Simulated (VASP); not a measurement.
# Lu3N2 (P-6m2) in VASP: single point with PBE

Aim: the single point of Lu3N2 with PBE.

Everything below comes from runs of VASP 6.6.1. Logs are shortened: lines on timing, memory, paths and dates and some standing lists are left out, and cuts for length are marked.

## 1. The cell of the first run

The structure is hexagonal, space group P-6m2 (No. 187). Conventional cell: a = 4.263 Å, b = 4.263 Å, c = 5.287 Å, α = 90.00°, β = 90.00°, γ = 120.00°. Within 3.4 Å of Lu (site symmetry 3m) lie 5 Lu at 2.56 to 2.81 Å and 6 N at 2.77 to 2.81 Å. Within 3.2 Å of Lu (site symmetry -6m2) lie 5 N at 2.46 to 2.64 Å and 6 Lu at 2.81 Å. N (site symmetry -6m2) has 8 Lu at 2.64 to 2.77 Å within 3.5 Å. N (site symmetry -6m2) has 9 Lu at 2.46 to 2.81 Å within 3.2 Å.

## 2. Single point, PBE

File INCAR:

```
ALGO = Normal
EDIFF = 1E-6
ENCUT = 520
GGA = PE
ISIF = 2
ISMEAR = 0
LASPH = T
LCHARG = T
LELF = T
LREAL = F
LVHAR = T
LWAVE = F
NBANDS = 50
NELM = 60
PREC = Accurate
SIGMA = 0.1
```

File KPOINTS:

```
k-points
0
Gamma
  6 6 4
```

File POSCAR:

```
Lu3N2
1.0
    4.2627290400      0.0000000000      0.0000000000
   -2.1313645200      3.6916316400      0.0000000000
    0.0000000000      0.0000000000      5.2872511300
Lu N
3 2
Direct
    0.6666666700      0.3333333300      0.2422697800
    0.6666666700      0.3333333300      0.7577302200
    0.0000000000      0.0000000000      0.5000000000
    0.0000000000      0.0000000000      0.0000000000
    0.3333333300      0.6666666700      0.5000000000
```

Potentials or basis: VASP PAW PBE potentials, release 64 (Lu, N).

Started as:

```sh
$ cat potpaw_PBE.64/Lu/POTCAR potpaw_PBE.64/N/POTCAR > POTCAR
$ mpirun -np 1 vasp_std > vasp.out
```

OUTCAR:

```text
EDIFF = 1E-6
   ENCUT = 520
   GGA = PE
   ISIF = 2
   ISMEAR = 0
   LASPH = T
   LREAL = F
   NELM = 60
   PREC = Accurate

 ion  position               nearest neighbor table
   1  0.667  0.333  0.242-   2 2.56   2 2.73   4 2.77   4 2.77   4 2.77   3 2.81   3 2.81   3 2.81

   2  0.667  0.333  0.758-   1 2.56   1 2.73   4 2.77   4 2.77   4 2.77   3 2.81   3 2.81   3 2.81

   3  0.000  0.000  0.500-   5 2.46   5 2.46   5 2.46   4 2.64   4 2.64   1 2.81   2 2.81   2 2.81
                             1 2.81   2 2.81   1 2.81
   4  0.000  0.000  0.000-   3 2.64   3 2.64   1 2.77   2 2.77   1 2.77   2 2.77   1 2.77   2 2.77

   5  0.333  0.667  0.500-   3 2.46   3 2.46   3 2.46

  LATTYP: Found a hexagonal cell.
 ALAT       =     4.2627290400
 C/A-ratio  =     1.2403441740

  Lattice vectors:

 A1 = (   4.2627290400,   0.0000000000,   0.0000000000)
 A2 = (  -2.1313645200,   3.6916316400,   0.0000000000)
 A3 = (   0.0000000000,   0.0000000000,   5.2872511300)

Analysis of symmetry for initial positions (statically):
=====================================================================
 Subroutine PRICEL returns:
 Original cell was already a primitive cell.

 Routine SETGRP: Setting up the symmetry group for a
 hexagonal supercell.

 Subroutine GETGRP returns: Found 12 space group operations
 (whereof 12 operations were pure point group operations)
 out of a pool of 24 trial point group operations.

The static configuration has the point symmetry D_3h.

Analysis of symmetry for dynamics (positions and initial velocities):
=====================================================================
 Subroutine PRICEL returns:
 Original cell was already a primitive cell.

 Routine SETGRP: Setting up the symmetry group for a
 hexagonal supercell.

 Subroutine GETGRP returns: Found 12 space group operations
 (whereof 12 operations were pure point group operations)
 out of a pool of 24 trial point group operations.

The dynamic configuration has the point symmetry D_3h.

 Subroutine INISYM returns: Found 12 space group operations
 (whereof 12 operations are pure point group operations),
 and found     1 'primitive' translations

----------------------------------------------------------------------------------------

                                     Primitive cell

[... 91 lines left out ...]
   NELM   =     60;   NELMIN=  2; NELMDL= -5     # of ELM steps
   EDIFF  = 0.1E-05   stopping-criterion for ELM
   LREAL  =      F    real-space projection
   EDIFFG = 0.1E-04   stopping-criterion for IOM
   NSW    =      0    number of steps for IOM
   IBRION =     -1    ionic relax: 0-MD 1-quasi-New 2-CG
   NFREE  =      0    steps in history (QN), initial steepest desc. (CG)
   ISIF   =      2    stress and relaxation
   ISYM   =      2    0-nonsym 1-usesym 2-fastsym
   POTIM  = 0.5000    time-step for ionic-motion
   TEBEG  =    0.0;   TEEND  =   0.0 temperature during run
   PSTRESS=    0.0 pullay stress
   NELECT =      85.0000    total number of electrons
   NUPDOWN=      -1.0000    fix difference up-down
   EMIN   =  10.00;   EMAX   =-10.00  energy-range for DOS
   EFERMI =   0.00;   METHOD = LEGACY
   ISMEAR =     0;   SIGMA  =   0.10  broadening in eV -4-tet -1-fermi 0-gaus
   EFERMI_NEDOS =   21; number of points for ismear=-14 and -15
   IALGO  =     38    algorithm
   IMIX   =      4    mixing-type and parameters
     AMIX     =   0.40;   BMIX     =  1.00
     AMIX_MAG =   1.60;   BMIX_MAG =  1.00
  volume/ion in A,a.u.               =      16.64       112.30
  Fermi-wavevector in a.u.,A,eV,Ry     =   1.648804  3.115788 36.988198  2.718556
  Thomas-Fermi vector in A             =   2.738032
   LORBIT       =      0    0 simple, 1 ext, 2 COOP (PROOUT), +10 PAW based schemes
   GGA     = PE    functional components
   LHFCALC =     F    Hartree Fock is set to
   AEXX    =    0.0000 exact exchange contribution
   IVDW    =     0    specifies the selected vdW correction
   LEPSILON=     F    determine dielectric tensor
   LRPA    =     F    only Hartree local field effects (RPA)
 non-spin polarized calculation
 Gauss-broadening in eV      SIGMA  =   0.10
  energy-cutoff  :      520.00
  volume of cell :       83.20
 maximum number of plane-waves:      2259
 NGX is ok and might be reduce to    32
   NGX = 15   NGY = 15   NGZ = 19

 number of electron      84.9999994 magnetization

 Free energy of the ion-electron system (eV)
  ---------------------------------------------------
  ext. energy  EPLUGINS =         0.00000000
  ---------------------------------------------------
  free energy    TOTEN  =       -27.38885876 eV

  energy without entropy =      -27.35442084  energy(sigma->0) =      -27.37163980

 E-fermi :   4.0309     XC(G=0): -11.7115

 val. band max:        4.0049572182   @ k =   0.3333   0.1667   0.0000
 cond. band min:       4.0413095514   @ k =   0.3333   0.3333   0.0000
 fundamental gap:      0.0363523332
 Fermi energy:         4.0309120694

 k-point     1 :       0.0000    0.0000    0.0000
  band No.  band energies     occupation
      1     -52.9008      2.00000
      2     -52.5934      2.00000
      3     -52.5593      2.00000
      4     -24.7797      2.00000
      5     -24.0569      2.00000
      6     -24.0569      2.00000
[... 1102 lines left out ...]
     49       7.2070      0.00000
     50       7.5639      0.00000

------------------------ aborting loop because EDIFF is reached ----------------------------------------

  FORCE on cell =-STRESS in cart. coord.  units (eV):
  Direction    XX          YY          ZZ          XY          YZ          ZX
  --------------------------------------------------------------------------------------
  -------------------------------------------------------------------------------------
  Total       -2.0863364     -2.0863364      9.0418148      0.0000000      0.0000000      0.0000000
  in kB      -40.1752784    -40.1752785    174.1125857      0.0000000      0.0000000      0.0000000
  external PRESSURE =      31.2540096 kB  Pullay stress =       0.0000000 kB

 VOLUME and BASIS-vectors are now :
 -----------------------------------------------------------------------------
  energy-cutoff  :      520.00
  volume of cell :       83.20
      direct lattice vectors                 reciprocal lattice vectors
     4.262729040  0.000000000  0.000000000     0.234591500  0.135441466  0.000000000
    -2.131364520  3.691631640  0.000000000     0.000000000  0.270882931  0.000000000
     0.000000000  0.000000000  5.287251130     0.000000000  0.000000000  0.189134198

 POSITION                                       TOTAL-FORCE (eV/Angst)
 -----------------------------------------------------------------------------------
      2.13136      1.23054      1.28094         0.000000      0.000000     -2.590028
      2.13136      1.23054      4.00631         0.000000      0.000000      2.590028
      0.00000      0.00000      2.64363        -0.000000     -0.000000      0.000000
      0.00000      0.00000      0.00000        -0.000000     -0.000000      0.000000
     -0.00000      2.46109      2.64363         0.000000     -0.000000      0.000000
 -----------------------------------------------------------------------------------
    total drift:                               -0.000106      0.000061      0.000000

  FREE ENERGIE OF THE ION-ELECTRON SYSTEM (eV)
  ---------------------------------------------------
  free  energy   TOTEN  =       -27.3888587634 eV

  energy  without entropy=      -27.3544208401  energy(sigma->0) =      -27.37163980
```

stdout:

```text
POSCAR found type information on POSCAR LuN
 POSCAR found :  2 types and       5 ions
 scaLAPACK will be used
 LDA part: xc-table for (Slater+PW92), standard interpolation
 POSCAR, INCAR and KPOINTS ok, starting setup
 FFT: planning ... GRIDC
 FFT: planning ... GRID_SOFT
 FFT: planning ... GRID
 WAVECAR not read
 entering main loop
```

Run time: 1.7 min. Hardware: 1 thread of Intel Xeon Platinum 8375C at 2.90GHz (Ice Lake), shared host; peak memory 0.24 GiB.

What came out:

| Quantity | Value |
| --- | --- |
| Free energy | -27.3889 eV |
| Pressure | 3.1 GPa |
| Largest force | 2.590 eV/Å |

Forces on the atoms (eV/Å):
```
Lu   0.000  0.000 -2.590
Lu   0.000  0.000  2.590
Lu   0.000  0.000  0.000
N    0.000  0.000  0.000
N    0.000  0.000  0.000
```

Caveat: spin-orbit coupling is left out, which moves the levels of the heavy elements; forces of over 1 eV/Å act on the atoms, so gaps and moduli don't describe the material at rest.
